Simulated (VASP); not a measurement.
# CdS (Greenockite) (P1) in VASP: density of states with PBE

Aim: the density of states of CdS (Greenockite) with PBE.

Everything below comes from runs of VASP 6.6.1. Logs are shortened: lines on timing, memory, paths and dates and some standing lists are left out, and cuts for length are marked.

### 1 The cell of the first run

The typed cell holds 4 atoms: a = 4.161 Å, b = 4.202 Å, c = 6.740 Å, α = 89.08°, β = 89.19°, γ = 120.94°.

### 2 Density of states, PBE

POSCAR

```
CdS
1.0
    4.1603700000     -0.0465700000      0.0296900000
   -2.1205100000      3.6279500000      0.0337100000
    0.0482000000      0.0910300000      6.7392000000
Cd S
2 2
Direct
    0.3453000000      0.6535900000      0.9823600000
    0.6596500000      0.3350700000      0.4974300000
    0.3260000000      0.6738300000      0.3802100000
    0.6569500000      0.3183800000      0.8791400000
```

INCAR.step1

```
SYSTEM = CdS
ALGO = Normal
EDIFF = 1E-7
ENCUT = 520
GGA = PE
ISIF = 2
ISMEAR = 0
LASPH = .True.
LCHARG = .True.
LREAL = .False.
LWAVE = .False.
NBANDS = 26
NELM = 80
PREC = Accurate
SIGMA = 0.01
```

KPOINTS.step1

```
Automatic mesh
0
Gamma
  3 3 2
  0 0 0.5
```

INCAR.step2

```
SYSTEM = CdS
ALGO = Normal
EDIFF = 1E-7
ENCUT = 520
GGA = PE
ICHARG = 11
ISIF = 2
ISMEAR = 0
LASPH = .True.
LCHARG = .False.
LORBIT = 10
LREAL = .False.
LWAVE = .False.
NBANDS = 26
NEDOS = 2001
NELM = 80
PREC = Accurate
SIGMA = 0.01
```

KPOINTS.step2

```
k-points
0
Gamma
  5 5 3
  0 0 0
```

Potentials or basis: VASP PAW PBE potentials, release 64 (Cd, S).

Command:

```sh
$ cat potpaw_PBE.64/Cd/POTCAR potpaw_PBE.64/S/POTCAR > POTCAR
$ cp INCAR.step1 INCAR
$ cp KPOINTS.step1 KPOINTS
$ mpirun -np 1 vasp_std > vasp.out
$ cp INCAR.step2 INCAR
$ cp KPOINTS.step2 KPOINTS
$ mpirun -np 1 vasp_std > vasp.out
```

OUTCAR:

```text
SYSTEM = CdS
   EDIFF = 1E-7
   ENCUT = 520
   GGA = PE
   ICHARG = 11
   ISIF = 2
   ISMEAR = 0
   LASPH = .True.
   LORBIT = 10
   LREAL = .False.
   NELM = 80
   PREC = Accurate

 ion  position               nearest neighbor table
   1  0.345  0.654  0.982-   4 2.46   4 2.48   4 2.57   3 2.69
   2  0.660  0.335  0.497-   3 2.49   3 2.53   3 2.57   4 2.57
   3  0.326  0.674  0.380-   2 2.49   2 2.53   2 2.57   1 2.69
   4  0.657  0.318  0.879-   1 2.46   1 2.48   1 2.57   2 2.57

  LATTYP: Found a triclinic cell.
 ALAT       =     4.1220542311
 B/A-ratio  =     1.0093842380
 C/A-ratio  =     1.6351039408
 COS(alpha) =     0.0141344728
 COS(beta)  =     0.0306522711
 COS(gamma) =     0.4852064433

  Lattice vectors:

 A1 = (  -2.0398600000,  -3.5813800000,  -0.0634000000)
 A2 = (  -4.1603700000,   0.0465700000,  -0.0296900000)
 A3 = (  -0.0482000000,  -0.0910300000,  -6.7392000000)

Analysis of symmetry for initial positions (statically):
=====================================================================
 Subroutine PRICEL returns:
 Original cell was already a primitive cell.

 Routine SETGRP: Setting up the symmetry group for a
 triclinic supercell.

 Subroutine GETGRP returns: Found  1 space group operations
 (whereof  1 operations were pure point group operations)
 out of a pool of  2 trial point group operations.

The static configuration has the point symmetry C_1 .

Analysis of symmetry for dynamics (positions and initial velocities):
=====================================================================
 Subroutine PRICEL returns:
 Original cell was already a primitive cell.

 Routine SETGRP: Setting up the symmetry group for a
 triclinic supercell.

 Subroutine GETGRP returns: Found  1 space group operations
 (whereof  1 operations were pure point group operations)
 out of a pool of  2 trial point group operations.

The dynamic configuration has the point symmetry C_1 .

 Subroutine INISYM returns: Found  1 space group operations
 (whereof  1 operations are pure point group operations),
 and found     1 'primitive' translations

----------------------------------------------------------------------------------------

                                     Primitive cell
[... 98 lines left out ...]
   NSW    =      0    number of steps for IOM
   IBRION =     -1    ionic relax: 0-MD 1-quasi-New 2-CG
   NFREE  =      0    steps in history (QN), initial steepest desc. (CG)
   ISIF   =      2    stress and relaxation
   ISYM   =      2    0-nonsym 1-usesym 2-fastsym
   POTIM  = 0.5000    time-step for ionic-motion
   TEBEG  =    0.0;   TEEND  =   0.0 temperature during run
   PSTRESS=    0.0 pullay stress
   NELECT =      36.0000    total number of electrons
   NUPDOWN=      -1.0000    fix difference up-down
   EMIN   =  10.00;   EMAX   =-10.00  energy-range for DOS
   EFERMI =   0.00;   METHOD = LEGACY
   ISMEAR =     0;   SIGMA  =   0.01  broadening in eV -4-tet -1-fermi 0-gaus
   EFERMI_NEDOS =   21; number of points for ismear=-14 and -15
   IALGO  =     38    algorithm
   IMIX   =      4    mixing-type and parameters
     AMIX     =   0.40;   BMIX     =  1.00
     AMIX_MAG =   1.60;   BMIX_MAG =  1.00
  volume/ion in A,a.u.               =      25.26       170.45
  Fermi-wavevector in a.u.,A,eV,Ry     =   1.160627  2.193268 18.327805  1.347056
  Thomas-Fermi vector in A             =   2.297208
   LORBIT       =     10    0 simple, 1 ext, 2 COOP (PROOUT), +10 PAW based schemes
   GGA     = PE    functional components
   LHFCALC =     F    Hartree Fock is set to
   AEXX    =    0.0000 exact exchange contribution
   IVDW    =     0    specifies the selected vdW correction
   LEPSILON=     F    determine dielectric tensor
   LRPA    =     F    only Hartree local field effects (RPA)
 non-spin polarized calculation
 Gauss-broadening in eV      SIGMA  =   0.01
  energy-cutoff  :      520.00
  volume of cell :      101.03
 maximum number of plane-waves:      2739

 number of electron      36.0000001 magnetization

 Free energy of the ion-electron system (eV)
  ---------------------------------------------------
  ext. energy  EPLUGINS =         0.00000000
  ---------------------------------------------------
  free energy    TOTEN  =       -12.19047714 eV

  energy without entropy =      -12.19047714  energy(sigma->0) =      -12.19047714

 E-fermi :   1.3063     XC(G=0):  -9.0439

 val. band max:        1.2597197694   @ k =   0.0000   0.0000   0.0000
 cond. band min:       2.3711997369   @ k =   0.0000   0.0000   0.0000
 fundamental gap:      1.1114799675
 Fermi energy:         1.3063182167

 k-point     1 :       0.0000    0.0000    0.0000
  band No.  band energies     occupation
      1     -11.1544      2.00000
      2     -10.5960      2.00000
      3      -6.6512      2.00000
      4      -6.5768      2.00000
      5      -6.4448      2.00000
      6      -6.3840      2.00000
[... 685 lines left out ...]
     25       9.1753      0.00000
     26      10.3712      0.00000

 [... further k-points ...]

------------------------ aborting loop because EDIFF is reached ----------------------------------------

  FORCE on cell =-STRESS in cart. coord.  units (eV):
  Direction    XX          YY          ZZ          XY          YZ          ZX
  --------------------------------------------------------------------------------------
  -------------------------------------------------------------------------------------
  Total        1.4900858      1.9058377     -0.0278194      0.1229483     -0.3222569     -0.5571912
  in kB       23.6305150     30.2237134     -0.4411742      1.9497755     -5.1105090     -8.8362128
  external PRESSURE =      17.8043514 kB  Pullay stress =       0.0000000 kB

 VOLUME and BASIS-vectors are now :
 -----------------------------------------------------------------------------
  energy-cutoff  :      520.00
  volume of cell :      101.03
      direct lattice vectors                 reciprocal lattice vectors
     4.160370000 -0.046570000  0.029690000     0.241972744  0.141465119 -0.003641479
    -2.120510000  3.627950000  0.033710000     0.003133212  0.277504134 -0.003770807
     0.048200000  0.091030000  6.739200000    -0.001081700 -0.002011331  0.148420470

 POSITION                                       TOTAL-FORCE (eV/Angst)
 -----------------------------------------------------------------------------------
      0.09798      2.44454      6.65260        -0.415493     -0.086248      0.642098
      2.05784      1.23018      3.38316        -0.268197     -0.022294     -0.023122
     -0.05426      2.46405      2.59470         0.328786     -0.026953     -0.421622
      2.10040      1.20450      5.95494         0.354904      0.135496     -0.197355
 -----------------------------------------------------------------------------------
    total drift:                               -0.000267      0.000104      0.022342

  FREE ENERGIE OF THE ION-ELECTRON SYSTEM (eV)
  ---------------------------------------------------
  free  energy   TOTEN  =       -12.1904771397 eV

  energy  without entropy=      -12.1904771397  energy(sigma->0) =      -12.19047714

 total charge

# of ion       s       p       d       tot
------------------------------------------
    1        0.425   0.316   9.566  10.307
    2        0.425   0.320   9.565  10.311
    3        1.323   2.385   0.000   3.707
    4        1.321   2.402   0.000   3.723
--------------------------------------------------
tot          3.494   5.422  19.131  28.047
```

Run time: 89 s. Hardware: 1 thread of Intel Xeon 6975P-C, shared host; peak memory 0.25 GiB.

What came out:

| Quantity | Value |
| --- | --- |
| Valence electrons inside the program's atomic spheres | Cd 10.31; S 3.71, 3.72 |

Levels at points of the mesh, in eV from the valence-band top:
```tsv
k point	band 15	band 16	band 17	band 18	band 19	band 20	band 21	band 22
(0.00, 0.00, 0.00)	-0.69	-0.12	-0.09	0.00	1.11	2.54	6.31	6.38
```

Caveat: the k points lie up to 0.59 Å⁻¹ apart.
